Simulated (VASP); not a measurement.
A run of VASP 6.6.1:

The input INCAR:

```
SYSTEM = Al
PREC = Accurate
ENCUT = 400
EDIFF = 1E-6
ISMEAR = 0
SIGMA = 0.1
LREAL = .FALSE.
LASPH = .TRUE.
NELM = 120
ALGO = Normal
ISIF = 2
LWAVE = .FALSE.
LCHARG = .FALSE.
GGA = PE
NBANDS = 10
GGA_COMPAT = .FALSE.
```

File KPOINTS:

```
regular mesh
0
G
  9 9 2
  0 0 0
```

POSCAR

```
Al
1.0
    3.2622418072      0.0000000000      0.0000000000
   -1.6311209036      2.8251842783      0.0000000000
    0.0000000000      0.0000000000     14.4279100000
Al
2
Direct
    0.6666666700      0.3333333300      0.2500000000
    0.3333333300      0.6666666700      0.7500000000
```

Potentials or basis: VASP PAW PBE potentials, release 64 (Al).

Run with:

```sh
$ cat potpaw_PBE.64/Al/POTCAR > POTCAR
$ mpirun -np 1 vasp_std > vasp.out
```

Hardware: 1 thread of Intel Xeon 8259CL (shared host).

How long does it take, and how much memory?

Wall time 53 s on 1 thread of Intel Xeon 8259CL, on a shared host, peak memory 0.21 GiB. Counts: scf iterations 14, k points 24.
